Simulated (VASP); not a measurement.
# H4C in VASP: further runs

Runs on H4C. Level: PBE+D3(BJ). Tasks: single point, relaxation of the atoms.

Program: VASP 6.6.1. These are calculated values, not measurements. Logs are shortened: lines on timing, memory, paths and dates and some standing lists are left out, and cuts for length are marked.

## (1) The cell of the first run

The cell holds an amorphous packing of atoms, 30 atoms: a = 7.230 Å, b = 7.230 Å, c = 7.230 Å, α = 90.00°, β = 90.00°, γ = 90.00°.

## (2) Single point, PBE+D3(BJ)

INCAR reads:

```
PREC     = Accurate       # precision mode
ENCUT    = 520            # plane-wave cutoff, eV
EDIFF    = 1E-6           # SCF threshold, eV
ISMEAR   = -1             # smearing method
SIGMA    = 0.05           # smearing width, eV
LREAL    = False          # projectors in reciprocal space
LASPH    = True           # aspherical terms in the spheres
NELM     = 120            # most SCF steps
ALGO     = Normal         # electronic algorithm
ISIF     = 2              # what is computed and relaxed
LWAVE    = False          # write WAVECAR
LCHARG   = False          # write CHGCAR
GGA      = PE             # functional
IVDW     = 12             # dispersion correction
NBANDS   = 45             # bands
GGA_COMPAT= False
```

KPOINTS reads:

```
regular mesh
0
Gamma
  1 1 1
```

POSCAR reads:

```
H4C
1.0
    7.2304270000      0.0000000000      0.0000000000
    0.0000000000      7.2304270000      0.0000000000
    0.0000000000      0.0000000000      7.2304270000
C H
6 24
Direct
    0.3951218925      0.0026831057      0.4473041495
    0.8567820407      1.0300221550      0.1210025355
    0.6009603582      0.6408196916      0.9111218466
    1.1049139975      0.3507400047     -0.1854662249
    0.1737103493      0.3828681211      0.2830261615
    0.7432617742      0.4651730804      0.4149547461
    0.3485824558      0.1227313408      0.5194575645
    0.5515165287      0.0008713178      0.4166558904
    0.3376425763     -0.0008436570      0.3088614269
    0.3678897526     -0.1251931594      0.5281845733
    0.8448048781      0.9168199886      0.0103175096
    0.9551994647      1.1279555136      0.0772568480
    0.8961019868      0.9467767256      0.2453658684
    0.7249087779      1.0914293167      0.1527848909
    0.6246104137      0.7252545389      1.0316126558
    0.4518543649      0.5989411137      0.9110803553
    0.6818131211      0.5072452844      0.9208723081
    0.6424655141      0.6870133673      0.7723748542
    1.0990360597      0.2026989554     -0.2310375307
    1.2163182064      0.3762018481     -0.0885286581
    0.9770930541      0.4027148051     -0.1097722168
    1.1198785355      0.4405134026     -0.3131626943
    0.2986683912      0.3119594458      0.2243850882
    0.1482623364      0.5147275534      0.2141920526
    0.1795606262      0.4200443487      0.4291447794
    0.0386007631      0.3105902321      0.2760971102
    0.7005533698      0.3413906260      0.3417087262
    0.8532691084      0.5237035102      0.3344339138
    0.8042540226      0.3842373348      0.5272441033
    0.6409994873      0.5600637417      0.4698616002
```

Potentials or basis: VASP PAW PBE potentials, release 64 (C, H).

Run with:

```sh
$ cat potpaw_PBE.64/C/POTCAR potpaw_PBE.64/H/POTCAR > POTCAR
$ mpirun -np 1 vasp_gam > vasp.out
```

OUTCAR:

```text
PREC = Accurate
   ENCUT = 520
   EDIFF = 1E-6
   ISMEAR = -1
   LREAL = False
   LASPH = True
   NELM = 120
   ISIF = 2
   GGA = PE
   IVDW = 12
 IVDW          = 12

 ion  position               nearest neighbor table
   1  0.395  0.003  0.447-   7 1.07   9 1.08  10 1.11   8 1.15
   2  0.857  0.030  0.121-  12 1.05  14 1.08  13 1.12  11 1.15
   3  0.601  0.641  0.911-  15 1.08  18 1.10  16 1.12  17 1.13
   4  0.105  0.351  0.815-  20 1.08  19 1.12  22 1.13  21 1.14
   5  0.174  0.383  0.283-  25 1.09  24 1.09  26 1.11  23 1.12
   6  0.743  0.465  0.415-  28 1.07  30 1.08  27 1.08  29 1.09
   7  0.349  0.123  0.519-   1 1.07
   8  0.552  0.001  0.417-   1 1.15
   9  0.338  0.999  0.309-   1 1.08
  10  0.368  0.875  0.528-   1 1.11
  11  0.845  0.917  0.010-   2 1.15
  12  0.955  0.128  0.077-   2 1.05
[... 16 lines left out ...]
  29  0.804  0.384  0.527-   6 1.09
  30  0.641  0.560  0.470-   6 1.08

  LATTYP: Found a simple cubic cell.
 ALAT       =     7.2304270000

  Lattice vectors:

 A1 = (   7.2304270000,   0.0000000000,   0.0000000000)
 A2 = (   0.0000000000,   7.2304270000,   0.0000000000)
 A3 = (   0.0000000000,   0.0000000000,   7.2304270000)

Analysis of symmetry for initial positions (statically):
=====================================================================
 Subroutine PRICEL returns:
 Original cell was already a primitive cell.

 Routine SETGRP: Setting up the symmetry group for a
 simple cubic supercell.

 Subroutine GETGRP returns: Found  1 space group operations
 (whereof  1 operations were pure point group operations)
 out of a pool of 48 trial point group operations.

The static configuration has the point symmetry C_1 .

Analysis of symmetry for dynamics (positions and initial velocities):
=====================================================================
 Subroutine PRICEL returns:
 Original cell was already a primitive cell.

 Routine SETGRP: Setting up the symmetry group for a
 simple cubic supercell.

 Subroutine GETGRP returns: Found  1 space group operations
 (whereof  1 operations were pure point group operations)
 out of a pool of 48 trial point group operations.

The dynamic configuration has the point symmetry C_1 .

 Subroutine INISYM returns: Found  1 space group operations
 (whereof  1 operations are pure point group operations),
 and found     1 'primitive' translations

----------------------------------------------------------------------------------------

                                     Primitive cell

  volume of cell :     378.0000

  direct lattice vectors                    reciprocal lattice vectors
     7.230427000  0.000000000  0.000000000     0.138304418  0.000000000  0.000000000
     0.000000000  7.230427000  0.000000000     0.000000000  0.138304418  0.000000000
     0.000000000  0.000000000  7.230427000     0.000000000  0.000000000  0.138304418

  length of vectors
     7.230427000  7.230427000  7.230427000     0.138304418  0.138304418  0.138304418

  position of ions in fractional coordinates (direct lattice)
     0.395121893  0.002683106  0.447304149
     0.856782041  0.030022155  0.121002535
     0.600960358  0.640819692  0.911121847
     0.104913997  0.350740005  0.814533775
     0.173710349  0.382868121  0.283026161
     0.743261774  0.465173080  0.414954746
[... 22 lines left out ...]
     0.804254023  0.384237335  0.527244103
     0.640999487  0.560063742  0.469861600

  ion indices of the primitive-cell ions
   primitive index   ion index
                 1           1
                 2           2
                 3           3
                 4           4
                 5           5
                 6           6
[... 22 lines left out ...]
                29          29
                30          30

----------------------------------------------------------------------------------------

 KPOINTS: regular mesh

Automatic generation of k-mesh.
 Grid dimensions read from file:
 generate k-points for:    1    1    1

 Generating k-lattice:

  Cartesian coordinates                     Fractional coordinates (reciprocal lattice)
     0.138304418  0.000000000  0.000000000     1.000000000  0.000000000  0.000000000
     0.000000000  0.138304418  0.000000000     0.000000000  1.000000000  0.000000000
     0.000000000  0.000000000  0.138304418     0.000000000  0.000000000  1.000000000

  Length of vectors
     0.138304418  0.138304418  0.138304418

  Shift w.r.t. Gamma in fractional coordinates (k-lattice)
     0.000000000  0.000000000  0.000000000

 Subroutine IBZKPT returns following result:
 ===========================================

 Found      1 irreducible k-points:

 Following reciprocal coordinates:
            Coordinates               Weight
  0.000000  0.000000  0.000000      1.000000
   k-points           NKPTS =      1   k-points in BZ     NKDIM =      1   number of bands    NBANDS=     45
   number of dos      NEDOS =    301   number of ions     NIONS =     30
   total plane-waves  NPLWV = 157464
   dimension x,y,z NGX =    54 NGY =   54 NGZ =   54
   dimension x,y,z NGXF=   108 NGYF=  108 NGZF=  108
   ions per type =               6  24
   NGX,Y,Z   is equivalent  to a cutoff of  12.42, 12.42, 12.42 a.u.
   NGXF,Y,Z  is equivalent  to a cutoff of  24.83, 24.83, 24.83 a.u.
 SYSTEM =  unknown system
   PREC   = accura    normal or accurate (medium, high low for compatibility)
   ISTART =      0    job   : 0-new  1-cont  2-samecut
   ICHARG =      2    charge: 1-file 2-atom 10-const
   ISPIN  =      1    spin polarized calculation?
   LNONCOLLINEAR =      F non collinear calculations
   LSORBIT =      F    spin-orbit coupling
   LASPH  =      T    aspherical Exc in radial PAW
   ENCUT  =  520.0 eV  38.22 Ry    6.18 a.u.  13.44 13.44 13.44*2*pi/ulx,y,z
   NELM   =    120;   NELMIN=  2; NELMDL= -5     # of ELM steps
   EDIFF  = 0.1E-05   stopping-criterion for ELM
   LREAL  =      F    real-space projection
   EDIFFG = 0.1E-04   stopping-criterion for IOM
   NSW    =      0    number of steps for IOM
   IBRION =     -1    ionic relax: 0-MD 1-quasi-New 2-CG
   NFREE  =      0    steps in history (QN), initial steepest desc. (CG)
   ISIF   =      2    stress and relaxation
   ISYM   =      2    0-nonsym 1-usesym 2-fastsym
   POTIM  = 0.5000    time-step for ionic-motion
   TEBEG  =    0.0;   TEEND  =   0.0 temperature during run
   PSTRESS=    0.0 pullay stress
   NELECT =      48.0000    total number of electrons
   NUPDOWN=      -1.0000    fix difference up-down
   EMIN   =  10.00;   EMAX   =-10.00  energy-range for DOS
   EFERMI =   0.00;   METHOD = LEGACY
   ISMEAR =    -1;   SIGMA  =   0.05  broadening in eV -4-tet -1-fermi 0-gaus
   EFERMI_NEDOS =   21; number of points for ismear=-14 and -15
   IALGO  =     38    algorithm
   IMIX   =      4    mixing-type and parameters
     AMIX     =   0.40;   BMIX     =  1.00
     AMIX_MAG =   1.60;   BMIX_MAG =  1.00
  volume/ion in A,a.u.               =      12.60        85.03
  Fermi-wavevector in a.u.,A,eV,Ry     =   0.822857  1.554975  9.212429  0.677094
  Thomas-Fermi vector in A             =   1.934266
   LORBIT       =      0    0 simple, 1 ext, 2 COOP (PROOUT), +10 PAW based schemes
   GGA     = PE    functional components
   LHFCALC =     F    Hartree Fock is set to
   AEXX    =    0.0000 exact exchange contribution
   IVDW    =    12    specifies the selected vdW correction
   LEPSILON=     F    determine dielectric tensor
   LRPA    =     F    only Hartree local field effects (RPA)
 non-spin polarized calculation
  energy-cutoff  :      520.00
  volume of cell :      378.00
 maximum number of plane-waves:      5066
 NGX is ok and might be reduce to    54
   NGX = 27   NGY = 27   NGZ = 27

 number of electron      48.0000005 magnetization

 Free energy of the ion-electron system (eV)
  ---------------------------------------------------
  ext. energy  EPLUGINS =         0.00000000
  ---------------------------------------------------
  free energy    TOTEN  =      -142.98354258 eV

  energy without entropy =     -142.98354258  energy(sigma->0) =     -142.98354258

 E-fermi :  -5.0069     XC(G=0):  -5.4839

 val. band max:       -6.2618560269   @ k =   0.0000   0.0000   0.0000
 cond. band min:       0.5416643419   @ k =   0.0000   0.0000   0.0000
 fundamental gap:      6.8035203688
 Fermi energy:        -5.0068910979

 k-point     1 :       0.0000    0.0000    0.0000
  band No.  band energies     occupation
      1     -15.4116      2.00000
      2     -15.0016      2.00000
      3     -14.9353      2.00000
      4     -14.8539      2.00000
      5     -14.8327      2.00000
      6     -14.6410      2.00000
[... 28 lines left out ...]
     35       4.3048      0.00000
     36       4.6910      0.00000
 [bands above 36 left out]

------------------------ aborting loop because EDIFF is reached ----------------------------------------

 Edisp (eV)   -0.80162

 E8    (eV) :    -0.1679

  FORCE on cell =-STRESS in cart. coord.  units (eV):
  Direction    XX          YY          ZZ          XY          YZ          ZX
  --------------------------------------------------------------------------------------
  -------------------------------------------------------------------------------------
  Total      -0.79891    -1.71560    -0.03861     2.95465    -0.31110     3.59396
  in kB      -3.38623    -7.27168    -0.16363    12.52346    -1.31860    15.23322
  external pressure =       -3.61 kB  Pullay stress =        0.00 kB

 VOLUME and BASIS-vectors are now :
 -----------------------------------------------------------------------------
  energy-cutoff  :      520.00
  volume of cell :      378.00
      direct lattice vectors                 reciprocal lattice vectors
     7.230427000  0.000000000  0.000000000     0.138304418  0.000000000  0.000000000
     0.000000000  7.230427000  0.000000000     0.000000000  0.138304418  0.000000000
     0.000000000  0.000000000  7.230427000     0.000000000  0.000000000  0.138304418

 POSITION                                       TOTAL-FORCE (eV/Angst)
 -----------------------------------------------------------------------------------
      2.85690      0.01940      3.23420         2.150786     -1.436786     -0.502490
      6.19490      0.21707      0.87490        -0.482321     -3.210009     -0.130166
      4.34520      4.63340      6.58780        -0.440183     -2.333305     -0.634420
      0.75857      2.53600      5.88943        -1.096236      0.803780     -0.746911
      1.25600      2.76830      2.04640        -0.491496      0.248121      0.108427
      5.37410      3.36340      3.00030         0.536084     -1.413802      0.653513
[... 22 lines left out ...]
      5.81510      2.77820      3.81220         0.435033      0.636157      0.732022
      4.63470      4.04950      3.39730        -0.365347      0.007685     -0.308082
 -----------------------------------------------------------------------------------
    total drift:                                0.000387     -0.000607      0.001218

  FREE ENERGIE OF THE ION-ELECTRON SYSTEM (eV)
  ---------------------------------------------------
  free  energy   TOTEN  =      -143.7851660517 eV

  energy  without entropy=     -143.7851660516  energy(sigma->0) =     -143.78516605
```

Wall time 47 s (1 thread of AMD EPYC 7R43 (Zen 3), shared host); peak memory 0.32 GiB.

Results:

| Quantity | Value |
| --- | --- |
| Free energy | -143.7852 eV |
| Pressure | -0.4 GPa |
| Largest force | 3.249 eV/Å |
| Band gap on the k mesh | 6.80 eV |
| Dispersion energy per atom | -0.027 eV |

Forces in eV/Å, atoms in the order of the input:
```
C    2.151 -1.437 -0.502
C   -0.482 -3.210 -0.130
C   -0.440 -2.333 -0.634
C   -1.096  0.804 -0.747
C   -0.491  0.248  0.108
C    0.536 -1.414  0.654
H   -0.014  0.738  0.459
H   -1.291  0.363  0.708
H   -0.628 -0.232 -0.188
H   -0.175  0.391 -0.383
H   -0.165  1.277  0.740
H    0.998  0.864 -0.146
H    0.271  0.688 -0.299
H   -0.605  0.285 -0.234
H    0.348  0.531  0.022
H    0.625  0.291 -0.162
H   -0.468  0.669  0.401
H   -0.194  0.781  0.384
H   -0.164  0.774  0.454
H    0.483 -0.166 -0.080
H    0.705 -0.806 -0.753
H   -0.004 -0.640  1.089
H   -0.961  0.303  0.541
H    0.244  0.185 -0.379
H    0.777 -0.183  0.040
H    0.861 -0.368 -0.424
H   -1.177  0.218 -0.801
H    0.285  0.735 -0.160
H    0.435  0.636  0.732
H   -0.365  0.008 -0.308
```

Levels at points of the mesh, in eV from the valence-band top:
```tsv
k point	band 20	band 21	band 22	band 23	band 24	band 25	band 26	band 27	band 28	band 29
(0.00, 0.00, 0.00)	-0.44	-0.40	-0.21	-0.14	0.00	6.80	8.77	9.04	9.19	9.38
```

Caveat: the k points lie up to 0.87 Å⁻¹ apart.

(Continued in part 2 of 2.)
